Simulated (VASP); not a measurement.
TiB2: relaxation of cell and atoms with PBE

Crystal: TiB2.

```
Ti B
1.0
     3.02593    0.00000    0.00000
    -1.51296    2.62053    0.00000
     0.00000    0.00000    3.22877
Ti B
1 2
Direct
  0.00000 0.00000 0.00000
  0.33333 0.66667 0.50000
  0.66667 0.33333 0.50000
```

```json
{
 "Program": "VASP 6.6.1",
 "Task": "relaxation of cell and atoms",
 "Functional": "PBE",
 "Potentials or basis": "VASP PAW PBE potentials, release 64 (Ti_sv, B)",
 "Cutoff": "600 eV",
 "k mesh": "15 × 15 × 12",
 "Occupations": "gaussian, width 0.1 eV",
 "Spin": "no spin polarisation",
 "Dipole correction": "no",
 "Further INCAR settings": "ALGO = Normal; EDIFF = 1e-06; IBRION = 2; EDIFFG = -0.002; NSW = 100; ISIF = 3"
}
```

```yaml
Relaxed_volume: 8.56 Å³/atom
Relaxed_cell: a = 3.032 Å, b = 3.032 Å, c = 3.225 Å, α = 90.00°, β = 90.00°, γ = 120.00°
Space_group_after_relaxing_to_0.1_Å: P6/mmm (No. 191)
Energy_gained_by_relaxing: 0.2 meV/atom
Ionic_steps: 6
Pressure_after_relaxing: 0.0 GPa
Band_gap_on_the_k_mesh: zero (bands 9 and 10 overlap by 0.59 eV)
```

The path:
```
step  energy change (eV)  largest force (eV/Å)  pressure (GPa)  volume (Å³)
   1              0.0000                0.0000            0.95        25.60
   2             -0.0001                0.0000           -1.10        25.79
   3             -0.0005                0.0000           -0.23        25.70
   4             -0.0005                0.0000           -0.14        25.70
   5             -0.0005                0.0000           -0.12        25.70
   6             -0.0005                0.0000            0.01        25.68
```

Final structure:
```
Ti B
1.0
     3.03238    0.00000    0.00000
    -1.51619    2.62612    0.00000
     0.00000    0.00000    3.22501
Ti B
1 2
Direct
  0.00000 0.00000 0.00000
  0.33333 0.66667 0.50000
  0.66667 0.33333 0.50000
```

Levels at points of the mesh, in eV from the Fermi level:
| k point | band 5 | band 6 | band 7 | band 8 | band 9 | band 10 | band 11 | band 12 | band 13 |
| --- | --- | --- | --- | --- | --- | --- | --- | --- | --- |
| (0.00, 0.00, 0.00) | -13.53 | -2.64 | -2.64 | -2.33 | -2.13 | 1.86 | 1.86 | 3.63 | 3.63 |
| (0.00, 0.00, 0.50) | -11.60 | -7.63 | -0.59 | -0.59 | -0.22 | -0.22 | 0.41 | 0.41 | 1.63 |

It took 2.4 min on 1 thread of AMD EPYC 7R43 64-Core Processor (Zen 3) (shared host), peak memory 0.18 GiB.
